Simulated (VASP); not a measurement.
The system is Si.

```
Si
1.0
    -1.55415    1.55415    1.55415
     1.55415   -1.55415    1.55415
     1.55415    1.55415   -1.55415
Si
1
Cartesian
  0.0000 0.0000 0.0000
```

* Program: VASP 6.6.1
* Task: relaxation of cell and atoms
* Functional: LDA
* Potentials or basis: VASP PAW LDA potentials, release 64 (Si)
* Cutoff: 600 eV
* k mesh: 14 × 14 × 14
* Occupations: fermi-dirac, width 0.1 eV
* Spin: no spin polarisation

At the start: pressure -5.6 GPa; volume 15.02 Å³/atom.

Task: Where does the relaxation end?

Result: Over 3 steps the energy falls by 16.9 meV/atom and the volume is 14.10 Å³/atom (-6.1 %); space group Im-3m (No. 229, to 0.05 Å).

The path:
| step | energy change (eV) | largest force (eV/Å) | pressure (GPa) | volume (Å³) |
| --- | --- | --- | --- | --- |
| 1 | 0.0000 | 0.0000 | -5.60 | 15.02 |
| 2 | -0.0159 | 0.0000 | 1.53 | 13.90 |
| 3 | -0.0169 | 0.0000 | 0.01 | 14.10 |

Final structure:
```cif
data_structure
_symmetry_space_group_name_H-M 'P 1'
_symmetry_Int_Tables_number 1
_cell_length_a 2.6362
_cell_length_b 2.6362
_cell_length_c 2.6362
_cell_angle_alpha 109.471
_cell_angle_beta 109.471
_cell_angle_gamma 109.471
_cell_volume 14.10
loop_
_atom_site_label
_atom_site_type_symbol
_atom_site_fract_x
_atom_site_fract_y
_atom_site_fract_z
_atom_site_occupancy
Si1 Si 0.00000 0.00000 0.00000 1
```
